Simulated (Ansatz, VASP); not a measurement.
**NaH: VASP beside Ansatz**

POSCAR

```
NaH
1.0
    3.7556174745      0.0000000000      0.0000000000
   -1.8778087372      3.2524601398      0.0000000000
    0.0000000000      0.0000000000      4.5868776986
Na H
2 2
Direct
    0.3333333333      0.6666666667     -0.0625000000
    0.6666666667      0.3333333333      0.4375000000
    0.3333333333      0.6666666667      0.4375000000
    0.6666666667      0.3333333333      0.9375000000
```

The input INCAR.step1:

```
SYSTEM = NaH
PREC = Accurate
ENCUT = 520
EDIFF = 1E-5
ISMEAR = 0
SIGMA = 0.01
LREAL = .False.
LASPH = .True.
NELM = 80
ALGO = Normal
ISIF = 2
LWAVE = .True.
LCHARG = .False.
GGA = PE
NBANDS = 16
```

Contents of INCAR.step2:

```
SYSTEM = NaH
PREC = Accurate
ENCUT = 520
EDIFF = 1E-7
ISMEAR = 0
SIGMA = 0.01
LREAL = .False.
LASPH = .True.
NELM = 80
ALGO = Normal
ISIF = 2
LWAVE = .False.
LCHARG = .False.
GGA = PE
LHFCALC = .True.
HFSCREEN = 0.2079
PRECFOCK = Normal
ISTART = 1
NBANDS = 16
```

The input KPOINTS:

```
regular mesh
0
Gamma
  6 6 4
  0 0 0
```

Input for Ansatz:

```yaml
crystal:
  lattice:
    - [3.7556174745, 0.0, 0.0]
    - [-1.8778087372, 3.2524601398, 0.0]
    - [0.0, 0.0, 4.5868776986]
  atoms:
    - { symbol: Na, position: [0.3333333333, 0.6666666667, -0.0625] }
    - { symbol: Na, position: [0.6666666667, 0.3333333333, 0.4375] }
    - { symbol: H, position: [0.3333333333, 0.6666666667, 0.4375] }
    - { symbol: H, position: [0.6666666667, 0.3333333333, 0.9375] }
kpoints:
  mp_grid: { grid: [6, 6, 4] }
  band_path:
    path:
      - [0.0, 0.0, 0.0]
      - [0.5, 0.0, 0.0]
      - [0.3333333333, 0.3333333333, 0.0]
      - [0.0, 0.0, 0.5]
      - [0.5, 0.0, 0.5]
      - [0.3333333333, 0.3333333333, 0.5]
      - [0.3, 0.3, 0.0]
      - [-0.104167, 0.203125, 0.0]
    npoints: 1
hamiltonian:
  xc: hse06
scf:
  occupations: { method: fixed }
  n_extra_bands: 5
output:
  forces: true
  stress: true
  eigenvalues: true
```

Change from the starting cell: hydrostatic strain -5.0%.

Alike in both runs: task single point; functional HSE06; k mesh 6 × 6 × 4; no spin polarisation.

|  | VASP | Ansatz |
| --- | --- | --- |
| version | VASP 6.6.1 | Ansatz 0.2.0 |
| potentials or method | VASP PAW PBE potentials, release 64 (Na_pv, H) | plane waves, PAW |
| plane-wave cutoff (eV) | 520 | 420 |
| occupations | gaussian, width 0.01 eV | fixed |
| valence electrons in the cell | 16 | 20 |

Ansatz gave:

* gap on the k mesh at the Fermi level (eV): 4.34
* pressure (GPa): 4.2
* traceless stress, the component that is largest in VASP (GPa): 0.14

Problem. Which values does VASP return?

Solution. gap on the k mesh at the Fermi level (eV): 4.34; pressure (GPa): 4.2; traceless stress, the component that is largest in VASP (GPa): 0.15.

VASP's potentials hold 16 valence electrons a cell and Ansatz's 20, so a difference there can come from the potentials and not from the codes. Ansatz's warnings: stress exchange threshold loose, stress scf threshold loose.
